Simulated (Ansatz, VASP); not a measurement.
# Two plane-wave programs on CdS

```
Cd S
1.0
     0.00000    2.50510    2.50510
     2.50510    0.00000    2.50510
     2.50510    2.50510    0.00000
Cd S
1 1
Direct
  0.00000 0.00000 0.00000
  0.50000 0.50000 0.50000
```

Change from the starting cell: volume scaled by 0.8, PAW files.

Alike in both runs: task single point; functional PBEsol; k mesh 13 × 13 × 13; occupations fermi-dirac, width 0.08 eV; no spin polarisation.

|  | VASP | Ansatz |
| --- | --- | --- |
| version | VASP 6.6.1 | Ansatz 0.2.0 |
| potentials or method | VASP PAW PBE potentials, release 64 (Cd, S) | PAW with Ansatz's default frozen-core files, scalar-relativistic |
| plane-wave cutoff (eV) | 520 | 420 |
| valence electrons in the cell | 18 | 26 |

Ansatz gave:

```
pressure (GPa) : 31.6
```

Q: Estimate VASP's values.

A: Pressure (GPa): 33.2.

VASP's potentials were made for PBE, not for PBEsol. Both programs put the cell under a high pressure, so it lies far from rest at this level. VASP's potentials hold 18 valence electrons a cell and Ansatz's 26, so a difference there can come from the potentials and not from the codes.
